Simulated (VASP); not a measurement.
Wanted: the native input for a VASP 6.6.1 run.

- Task: single point
- Functional: PBE
- Potentials or basis: VASP PAW PBE potentials, release 64 (Ti_sv, Si)
- Cutoff: 520 eV
- k mesh: 16 × 16 × 8
- Occupations: gaussian, width 0.1 eV
- Spin: no spin polarisation
- Dipole correction: no
- Further INCAR settings: ALGO = Normal; EDIFF = 1e-06; NBANDS = 17

The structure of TiSi2 lies in POSCAR:

```
TiSi2
1.0
    2.7644944536      0.0000000000      0.0000000000
    0.0000000000      2.7645016360      0.0000000000
    0.0000000000      0.0000000000      5.9902267047
Ti Si
1 2
Direct
    0.5000000000      0.0000000000      0.5000000000
    0.0000000000      0.5000000000      0.8034391396
    0.0000000000      0.5000000000      0.1965608604
```

These files were run (other wordings do the same):

INCAR

```
SYSTEM = TiSi2
PREC = Accurate
ENCUT = 520
EDIFF = 1E-6
ISMEAR = 0
SIGMA = 0.1
LREAL = .False.
LASPH = .True.
NELM = 80
ALGO = Normal
ISIF = 2
LWAVE = .False.
LCHARG = .False.
GGA = PE
NBANDS = 17
```

KPOINTS

```
regular mesh
0
Gamma
  16 16 8
  0 0 0
```

Potentials or basis: VASP PAW PBE potentials, release 64 (Ti_sv, Si).

Run with:

```sh
$ cat potpaw_PBE.64/Ti_sv/POTCAR potpaw_PBE.64/Si/POTCAR > POTCAR
$ mpirun -np 1 vasp_std > vasp.out
```

Results of the run:

The pressure is -0.1 GPa and the largest force is 0.005 eV/Å. The band gap on the k mesh is zero (band 10 reaches 10.90 eV, above the bottom of band 11 at 8.11 eV).

Run time: 61 s on 1 thread of Intel(R) Xeon(R) 6975P-C (Granite Rapids) (shared host), peak memory 0.29 GiB.
